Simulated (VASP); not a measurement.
# GaN in VASP: a series of runs

GaN is run at these levels: PBE; tasks: single point.

Program: VASP 6.6.1. These are calculated values, not measurements. Logs are shortened: lines on timing, memory, paths and dates and some standing lists are left out, and cuts for length are marked.

### 1 The cell of the first run

It takes space group F-43m (No. 216, cubic). Conventional cell: a = 4.146 Å, b = 4.146 Å, c = 4.146 Å, α = 90.00°, β = 90.00°, γ = 90.00°. Within 2.4 Å of Ga (site symmetry -43m) lie 4 N at 1.80 Å. N (site symmetry -43m) has 4 Ga at 1.80 Å within 2.4 Å.

### 2 Single point, PBE (strain -0.080 along x and y, -0.080 along z)

Input file INCAR:

```
SYSTEM = GaN
PREC     = Accurate       ! precision mode
ENCUT    = 520            ! plane-wave cutoff, eV
EDIFF    = 1E-7           ! SCF threshold, eV
ISMEAR   = 0              ! smearing method
SIGMA    = 0.05           ! smearing width, eV
LREAL    = .False.        ! projectors in reciprocal space
LASPH    = .True.         ! aspherical terms in the spheres
NELM     = 60             ! most SCF steps
ALGO     = Normal         ! electronic algorithm
ISIF     = 2              ! what is computed and relaxed
LWAVE    = .False.        ! write WAVECAR
LCHARG   = .False.        ! write CHGCAR
GGA      = PE             ! functional
NBANDS   = 16             ! bands
```

Input file KPOINTS:

```
Automatic mesh
0
Gamma
  10 10 10
  0 0 0
```

Input file POSCAR:

```
GaN
1.0
    0.0000000000      2.0732205589      2.0732205589
    2.0732205589      0.0000000000      2.0732205589
    2.0732205589      2.0732205589      0.0000000000
Ga N
1 1
Direct
    0.0000000000      0.0000000000      0.0000000000
    0.7500000000      0.7500000000      0.7500000000
```

Potentials or basis: VASP PAW PBE potentials, release 64 (Ga_d, N).

Started as:

```sh
$ cat potpaw_PBE.64/Ga_d/POTCAR potpaw_PBE.64/N/POTCAR > POTCAR
$ mpirun -np 1 vasp_std > vasp.out
```

OUTCAR:

```text
SYSTEM = GaN
   PREC = Accurate
   ENCUT = 520
   EDIFF = 1E-7
   ISMEAR = 0
   LREAL = .False.
   LASPH = .True.
   NELM = 60
   ISIF = 2
   GGA = PE

 ion  position               nearest neighbor table
   1  0.000  0.000  0.000-   2 1.80   2 1.80   2 1.80   2 1.80
   2  0.750  0.750  0.750-   1 1.80   1 1.80   1 1.80   1 1.80

  LATTYP: Found a face centered cubic cell.
 ALAT       =     4.1464411178

  Lattice vectors:

 A1 = (   0.0000000000,   2.0732205589,   2.0732205589)
 A2 = (   2.0732205589,   0.0000000000,   2.0732205589)
 A3 = (   2.0732205589,   2.0732205589,   0.0000000000)

Analysis of symmetry for initial positions (statically):
=====================================================================
 Subroutine PRICEL returns:
 Original cell was already a primitive cell.

 Routine SETGRP: Setting up the symmetry group for a
 face centered cubic supercell.

 Subroutine GETGRP returns: Found 24 space group operations
 (whereof 24 operations were pure point group operations)
 out of a pool of 48 trial point group operations.

The static configuration has the point symmetry T_d .

Analysis of symmetry for dynamics (positions and initial velocities):
=====================================================================
 Subroutine PRICEL returns:
 Original cell was already a primitive cell.

 Routine SETGRP: Setting up the symmetry group for a
 face centered cubic supercell.

 Subroutine GETGRP returns: Found 24 space group operations
 (whereof 24 operations were pure point group operations)
 out of a pool of 48 trial point group operations.

The dynamic configuration has the point symmetry T_d .

 Subroutine INISYM returns: Found 24 space group operations
 (whereof 24 operations are pure point group operations),
 and found     1 'primitive' translations

----------------------------------------------------------------------------------------

                                     Primitive cell

  volume of cell :      17.8224

  direct lattice vectors                    reciprocal lattice vectors
     0.000000000  2.073220559  2.073220559    -0.241170674  0.241170674  0.241170674
     2.073220559  0.000000000  2.073220559     0.241170674 -0.241170674  0.241170674
     2.073220559  2.073220559  0.000000000     0.241170674  0.241170674 -0.241170674

  length of vectors
     2.931976632  2.931976632  2.931976632     0.417719861  0.417719861  0.417719861

  position of ions in fractional coordinates (direct lattice)
[... 79 lines left out ...]
   EDIFF  = 0.1E-06   stopping-criterion for ELM
   LREAL  =      F    real-space projection
   EDIFFG = 0.1E-05   stopping-criterion for IOM
   NSW    =      0    number of steps for IOM
   IBRION =     -1    ionic relax: 0-MD 1-quasi-New 2-CG
   NFREE  =      0    steps in history (QN), initial steepest desc. (CG)
   ISIF   =      2    stress and relaxation
   ISYM   =      2    0-nonsym 1-usesym 2-fastsym
   POTIM  = 0.5000    time-step for ionic-motion
   TEBEG  =    0.0;   TEEND  =   0.0 temperature during run
   PSTRESS=    0.0 pullay stress
   NELECT =      18.0000    total number of electrons
   NUPDOWN=      -1.0000    fix difference up-down
   EMIN   =  10.00;   EMAX   =-10.00  energy-range for DOS
   EFERMI =   0.00;   METHOD = LEGACY
   ISMEAR =     0;   SIGMA  =   0.05  broadening in eV -4-tet -1-fermi 0-gaus
   EFERMI_NEDOS =   21; number of points for ismear=-14 and -15
   IALGO  =     38    algorithm
   IMIX   =      4    mixing-type and parameters
     AMIX     =   0.40;   BMIX     =  1.00
     AMIX_MAG =   1.60;   BMIX_MAG =  1.00
  volume/ion in A,a.u.               =       8.91        60.14
  Fermi-wavevector in a.u.,A,eV,Ry     =   1.642518  3.103909 36.706691  2.697866
  Thomas-Fermi vector in A             =   2.732807
   LORBIT       =      0    0 simple, 1 ext, 2 COOP (PROOUT), +10 PAW based schemes
   GGA     = PE    functional components
   LHFCALC =     F    Hartree Fock is set to
   AEXX    =    0.0000 exact exchange contribution
   IVDW    =     0    specifies the selected vdW correction
   LEPSILON=     F    determine dielectric tensor
   LRPA    =     F    only Hartree local field effects (RPA)
 non-spin polarized calculation
 Gauss-broadening in eV      SIGMA  =   0.05
  energy-cutoff  :      520.00
  volume of cell :       17.82
 maximum number of plane-waves:       531
 NGX is ok and might be reduce to    24
   NGX = 11   NGY = 11   NGZ = 11

 number of electron      17.9999993 magnetization

 Free energy of the ion-electron system (eV)
  ---------------------------------------------------
  ext. energy  EPLUGINS =         0.00000000
  ---------------------------------------------------
  free energy    TOTEN  =       -10.94221702 eV

  energy without entropy =      -10.94221702  energy(sigma->0) =      -10.94221702

 E-fermi :   8.6464     XC(G=0): -13.0739

 val. band max:        8.4297502286   @ k =   0.0000   0.0000   0.0000
 cond. band min:      11.7466189057   @ k =   0.0000   0.0000   0.0000
 fundamental gap:      3.3168686771
 Fermi energy:         8.6464180038

 k-point     1 :       0.0000    0.0000    0.0000
  band No.  band energies     occupation
      1     -10.0112      2.00000
      2      -5.5499      2.00000
      3      -5.5499      2.00000
      4      -5.5499      2.00000
      5      -4.8758      2.00000
      6      -4.8758      2.00000
[... 433 lines left out ...]
      3      -5.1028      2.00000
      4      -5.0945      2.00000
      5      -4.7575      2.00000
      6      -4.2204      2.00000
[... 8 lines left out ...]
     15      33.6564      0.00000
     16      34.9179      0.00000

 [... further k-points ...]

------------------------ aborting loop because EDIFF is reached ----------------------------------------

  FORCE on cell =-STRESS in cart. coord.  units (eV):
  Direction    XX          YY          ZZ          XY          YZ          ZX
  --------------------------------------------------------------------------------------
  -------------------------------------------------------------------------------------
  Total        9.6273259      9.6273259      9.6273259     -0.0000000     -0.0000000      0.0000000
  in kB      865.4654566    865.4654566    865.4654566     -0.0000000     -0.0000000      0.0000000
  external PRESSURE =     865.4654566 kB  Pullay stress =       0.0000000 kB

 VOLUME and BASIS-vectors are now :
 -----------------------------------------------------------------------------
  energy-cutoff  :      520.00
  volume of cell :       17.82
      direct lattice vectors                 reciprocal lattice vectors
     0.000000000  2.073220559  2.073220559    -0.241170674  0.241170674  0.241170674
     2.073220559  0.000000000  2.073220559     0.241170674 -0.241170674  0.241170674
     2.073220559  2.073220559  0.000000000     0.241170674  0.241170674 -0.241170674

 POSITION                                       TOTAL-FORCE (eV/Angst)
 -----------------------------------------------------------------------------------
      0.00000      0.00000      0.00000         0.000000     -0.000000      0.000000
      3.10983      3.10983      3.10983        -0.000000      0.000000     -0.000000
 -----------------------------------------------------------------------------------
    total drift:                               -0.000001     -0.000001     -0.000002

  FREE ENERGIE OF THE ION-ELECTRON SYSTEM (eV)
  ---------------------------------------------------
  free  energy   TOTEN  =       -10.9422170170 eV

  energy  without entropy=      -10.9422170170  energy(sigma->0) =      -10.94221702
```

OSZICAR:

```text
N       E                     dE             d eps       ncg     rms          rms(c)
DAV:   1     0.701485768951E+02    0.70149E+02   -0.91736E+03  1776   0.215E+03
DAV:   2    -0.938734940118E+01   -0.79536E+02   -0.74921E+02  1712   0.313E+02
DAV:   3    -0.134427674000E+02   -0.40554E+01   -0.40450E+01  1728   0.626E+01
DAV:   4    -0.134801489112E+02   -0.37382E-01   -0.37379E-01  1880   0.621E+00
DAV:   5    -0.134805947946E+02   -0.44588E-03   -0.44588E-03  1776   0.618E-01    0.885E+00
DAV:   6    -0.109469309905E+02    0.25337E+01   -0.47128E+00  2288   0.501E+01    0.285E+00
DAV:   7    -0.109512112458E+02   -0.42803E-02   -0.55999E-01  1720   0.676E+00    0.199E+00
DAV:   8    -0.109462967922E+02    0.49145E-02   -0.40778E-02  1904   0.448E+00    0.512E-01
DAV:   9    -0.109421307644E+02    0.41660E-02   -0.15070E-02  2160   0.371E+00    0.113E-01
DAV:  10    -0.109421743002E+02   -0.43536E-04   -0.94944E-04  2000   0.415E-01    0.353E-02
DAV:  11    -0.109422164048E+02   -0.42105E-04   -0.71565E-05  1824   0.797E-02    0.331E-02
DAV:  12    -0.109422170311E+02   -0.62634E-06   -0.32284E-06  1800   0.216E-02    0.209E-03
DAV:  13    -0.109422170170E+02    0.14177E-07   -0.24530E-07  1752   0.529E-03
   1 F= -.10942217E+02 E0= -.10942217E+02  d E =-.591938E-12
```

Run time: 34 s. Hardware: 1 thread of AMD EPYC 7R43 (Zen 3), shared host; peak memory 0.11 GiB.

Results:

- Free energy: -10.9422 eV
- Pressure: 86.5 GPa
- Band gap on the k mesh: 3.32 eV, direct

Levels at points of the mesh, in eV from the valence-band top:
| k point | band 6 | band 7 | band 8 | band 9 | band 10 | band 11 | band 12 | band 13 |
| --- | --- | --- | --- | --- | --- | --- | --- | --- |
| (0.00, 0.00, 0.00) | -13.31 | 0.00 | 0.00 | 0.00 | 3.32 | 11.90 | 11.90 | 11.90 |
| (0.50, 0.00, 0.00) | -11.99 | -8.94 | -1.34 | -1.34 | 6.38 | 9.92 | 11.64 | 11.64 |
| (0.50, 0.50, 0.00) | -11.64 | -7.26 | -3.74 | -3.74 | 3.39 | 8.01 | 13.80 | 16.75 |

Caveat: the cell differs from its parent crystal (strain -0.080 along x and y, -0.080 along z). A k mesh can miss the band edges.

### 3 Single point, PBE (strain +0.000 along x and y, +0.080 along z)

Input file INCAR:

```
SYSTEM = GaN
  PREC = Accurate
  ENCUT = 520
  EDIFF = 1E-6
  ISMEAR = 0
  SIGMA = 0.05
  LREAL = .FALSE.
  LASPH = .TRUE.
  NELM = 80
  ALGO = Normal
  ISIF = 2
  LWAVE = .FALSE.
  LCHARG = .FALSE.
  GGA = PE
  NBANDS = 16
```

Input file KPOINTS:

```
Automatic mesh
0
G
  10 10 10
  0 0 0
```

Input file POSCAR:

```
GaN
1.0
    0.0000000000      2.2535006075      2.4337806561
    2.2535006075      0.0000000000      2.4337806561
    2.2535006075      2.2535006075      0.0000000000
Ga N
1 1
Direct
    0.0000000000      0.0000000000      0.0000000000
    0.7500000000      0.7500000000      0.7500000000
```

Potentials or basis: VASP PAW PBE potentials, release 64 (Ga_d, N).

Started as:

```sh
$ cat potpaw_PBE.64/Ga_d/POTCAR potpaw_PBE.64/N/POTCAR > POTCAR
$ mpirun -np 1 vasp_std > vasp.out
```

OUTCAR:

```text
SYSTEM = GaN
   PREC = Accurate
   ENCUT = 520
   EDIFF = 1E-6
   ISMEAR = 0
   LREAL = .FALSE.
   LASPH = .TRUE.
   NELM = 80
   ISIF = 2
   GGA = PE

 ion  position               nearest neighbor table
   1  0.000  0.000  0.000-   2 2.00   2 2.00   2 2.00   2 2.00
   2  0.750  0.750  0.750-   1 2.00   1 2.00   1 2.00   1 2.00

  LATTYP: Found a body centered tetragonal cell.
 ALAT       =     3.1869311219
 C/A-ratio  =     1.5273506474

  Lattice vectors:

 A1 = (  -2.2535006075,   0.0000000000,   2.4337806561)
 A2 = (   2.2535006075,   0.0000000000,   2.4337806561)
 A3 = (   0.0000000000,   2.2535006075,  -2.4337806561)

Analysis of symmetry for initial positions (statically):
=====================================================================
 Subroutine PRICEL returns:
 Original cell was already a primitive cell.

 Routine SETGRP: Setting up the symmetry group for a
 body centered tetragonal supercell.

 Subroutine GETGRP returns: Found  8 space group operations
 (whereof  8 operations were pure point group operations)
 out of a pool of 16 trial point group operations.

The static configuration has the point symmetry D_2d.

Analysis of symmetry for dynamics (positions and initial velocities):
=====================================================================
 Subroutine PRICEL returns:
 Original cell was already a primitive cell.

 Routine SETGRP: Setting up the symmetry group for a
 body centered tetragonal supercell.

 Subroutine GETGRP returns: Found  8 space group operations
 (whereof  8 operations were pure point group operations)
 out of a pool of 16 trial point group operations.

The dynamic configuration has the point symmetry D_2d.

 Subroutine INISYM returns: Found  8 space group operations
 (whereof  8 operations are pure point group operations),
 and found     1 'primitive' translations

[... 108 lines left out ...]
   EFERMI =   0.00;   METHOD = LEGACY
   ISMEAR =     0;   SIGMA  =   0.05  broadening in eV -4-tet -1-fermi 0-gaus
   EFERMI_NEDOS =   21; number of points for ismear=-14 and -15
   IALGO  =     38    algorithm
   IMIX   =      4    mixing-type and parameters
     AMIX     =   0.40;   BMIX     =  1.00
     AMIX_MAG =   1.60;   BMIX_MAG =  1.00
  volume/ion in A,a.u.               =      12.36        83.41
  Fermi-wavevector in a.u.,A,eV,Ry     =   1.472844  2.783271 29.514701  2.169269
  Thomas-Fermi vector in A             =   2.587809
   LORBIT       =      0    0 simple, 1 ext, 2 COOP (PROOUT), +10 PAW based schemes
   GGA     = PE    functional components
   LHFCALC =     F    Hartree Fock is set to
   AEXX    =    0.0000 exact exchange contribution
   IVDW    =     0    specifies the selected vdW correction
   LEPSILON=     F    determine dielectric tensor
   LRPA    =     F    only Hartree local field effects (RPA)
 non-spin polarized calculation
 Gauss-broadening in eV      SIGMA  =   0.05
  energy-cutoff  :      520.00
  volume of cell :       24.72
 maximum number of plane-waves:       680
 NGX is ok and might be reduce to    28
   NGX = 13   NGY = 13   NGZ = 11

 number of electron      17.9999994 magnetization

 Free energy of the ion-electron system (eV)
  ---------------------------------------------------
  ext. energy  EPLUGINS =         0.00000000
  ---------------------------------------------------
  free energy    TOTEN  =       -12.08327892 eV

  energy without entropy =      -12.08327892  energy(sigma->0) =      -12.08327892

 E-fermi :   4.9127     XC(G=0): -11.2681

 val. band max:        4.6119102637   @ k =   0.0000   0.0000   0.0000
 cond. band min:       5.6807242851   @ k =   0.0000   0.0000   0.0000
 fundamental gap:      1.0688140214
 Fermi energy:         4.9126547841

 k-point     1 :       0.0000    0.0000    0.0000
  band No.  band energies     occupation
      1     -10.8164      2.00000
      2      -8.9872      2.00000
      3      -8.9087      2.00000
      4      -8.9087      2.00000
      5      -8.6946      2.00000
      6      -8.6861      2.00000
[... 433 lines left out ...]
      3      -8.7476      2.00000
      4      -8.7453      2.00000
      5      -8.6604      2.00000
      6      -7.8244      2.00000
[... 8 lines left out ...]
     15      25.6959      0.00000
     16      26.6972      0.00000

 [... further k-points ...]
[... 5 lines left out ...]
  --------------------------------------------------------------------------------------
  -------------------------------------------------------------------------------------
  Total       -0.6143145     -0.6143145     -2.3410846      0.0000000      0.0000000      0.0000000
  in kB      -39.8175522    -39.8175522   -151.7402894      0.0000000      0.0000000      0.0000000
  external PRESSURE =     -77.1251313 kB  Pullay stress =       0.0000000 kB

 VOLUME and BASIS-vectors are now :
 -----------------------------------------------------------------------------
  energy-cutoff  :      520.00
  volume of cell :       24.72
      direct lattice vectors                 reciprocal lattice vectors
     0.000000000  2.253500607  2.433780656    -0.221877020  0.221877020  0.205441685
     2.253500607  0.000000000  2.433780656     0.221877020 -0.221877020  0.205441685
     2.253500607  2.253500607  0.000000000     0.221877020  0.221877020 -0.205441685

 POSITION                                       TOTAL-FORCE (eV/Angst)
 -----------------------------------------------------------------------------------
      0.00000      0.00000      0.00000         0.000000      0.000000      0.000000
      3.38025      3.38025      3.65067        -0.000000     -0.000000      0.000000
 -----------------------------------------------------------------------------------
    total drift:                               -0.000003     -0.000003      0.000000

  FREE ENERGIE OF THE ION-ELECTRON SYSTEM (eV)
  ---------------------------------------------------
  free  energy   TOTEN  =       -12.0832789204 eV

  energy  without entropy=      -12.0832789204  energy(sigma->0) =      -12.08327892
```

Run time: 64 s. Hardware: 1 thread of AMD EPYC 7R43 (Zen 3), shared host; peak memory 0.14 GiB.

What came out:

```
Free energy            : -12.0833 eV
Pressure               : -7.7 GPa
Band gap on the k mesh : 1.07 eV, direct
```

Caveat: the cell differs from its parent crystal (strain +0.000 along x and y, +0.080 along z).
